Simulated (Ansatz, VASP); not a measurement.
**BAs in VASP and in Ansatz**

File POSCAR:

```
BAs
1.0
    0.0000000000      2.3918700258      2.3918700258
    2.3918700258      0.0000000000      2.3918700258
    2.3918700258      2.3918700258      0.0000000000
B As
1 1
Direct
    0.0000000000      0.0000000000      0.0000000000
    0.2500000000      0.2500000000      0.2500000000
```

The input INCAR.step1:

```
SYSTEM = BAs
PREC     = Accurate       ! precision mode
ENCUT    = 520            ! plane-wave cutoff, eV
EDIFF    = 1E-5           ! SCF threshold, eV
ISMEAR   = 0              ! smearing method
SIGMA    = 0.01           ! smearing width, eV
LREAL    = .FALSE.        ! projectors in reciprocal space
LASPH    = .TRUE.         ! aspherical terms in the spheres
NELM     = 80             ! most SCF steps
ALGO     = Normal         ! electronic algorithm
ISIF     = 2              ! what is computed and relaxed
LWAVE    = .TRUE.         ! write WAVECAR
NBANDS   = 11             ! bands
GGA      = PE             ! functional
```

The input INCAR.step2:

```
SYSTEM = BAs
PREC     = Accurate       ! precision mode
ENCUT    = 520            ! plane-wave cutoff, eV
EDIFF    = 1E-7           ! SCF threshold, eV
ISMEAR   = 0              ! smearing method
SIGMA    = 0.01           ! smearing width, eV
LREAL    = .FALSE.        ! projectors in reciprocal space
LASPH    = .TRUE.         ! aspherical terms in the spheres
NELM     = 80             ! most SCF steps
ALGO     = Normal         ! electronic algorithm
ISIF     = 2              ! what is computed and relaxed
LWAVE    = .FALSE.        ! write WAVECAR
LCHARG   = .TRUE.         ! write CHGCAR
GGA      = PE             ! functional
LHFCALC  = .TRUE.         ! exact exchange
HFSCREEN = 0.2079         ! screening, 1/A
PRECFOCK = Normal       
LELF     = .TRUE.         ! ELF
LVHAR    = .TRUE.       
NBANDS   = 11             ! bands
ISTART   = 1
```

Contents of KPOINTS:

```
Automatic mesh
0
G
  6 6 6
  0 0 0
```

Input for Ansatz:

```yaml
crystal:
  lattice:
    - [0.0, 2.3918700258, 2.3918700258]
    - [2.3918700258, 0.0, 2.3918700258]
    - [2.3918700258, 2.3918700258, 0.0]
  atoms:
    - { symbol: B, position: [0.0, 0.0, 0.0] }
    - { symbol: As, position: [0.25, 0.25, 0.25] }
kpoints:
  mp_grid: { grid: [6, 6, 6] }
  band_path:
    path:
      - [0.0, 0.0, 0.0]
      - [-0.5, -0.5, 0.0]
      - [-0.375, -0.375, 0.25]
      - [-0.375, 0.0, 0.375]
      - [0.0, 0.0, 0.5]
      - [-0.5, -0.25, 0.25]
      - [0.0, 0.398437, 0.398438]
    npoints: 1
hamiltonian:
  xc: hse06
scf:
  occupations: { method: fixed }
  n_extra_bands: 4
output:
  forces: true
  stress: true
  eigenvalues: true
```

Alike in both runs: task single point; functional HSE06; k mesh 6 × 6 × 6; no spin polarisation.

|  | VASP | Ansatz |
| --- | --- | --- |
| version | VASP 6.6.1 | Ansatz 0.2.0 |
| potentials or method | VASP PAW PBE potentials, release 64 (B, As) | plane waves, PAW |
| plane-wave cutoff (eV) | 520 | 420 |
| occupations | gaussian, width 0.01 eV | fixed |
| valence electrons in the cell | 8 | 18 |

Ansatz gave:

```
gap on the k mesh at the Fermi level (eV) : 1.94
pressure (GPa)                            : -1.1
```

Which values does VASP return?

gap on the k mesh at the Fermi level (eV): 1.95; pressure (GPa): -1.2.

VASP's potentials hold 8 valence electrons a cell and Ansatz's 18, so a difference there can come from the potentials and not from the codes. Ansatz's warnings: stress exchange threshold loose, stress scf threshold loose.
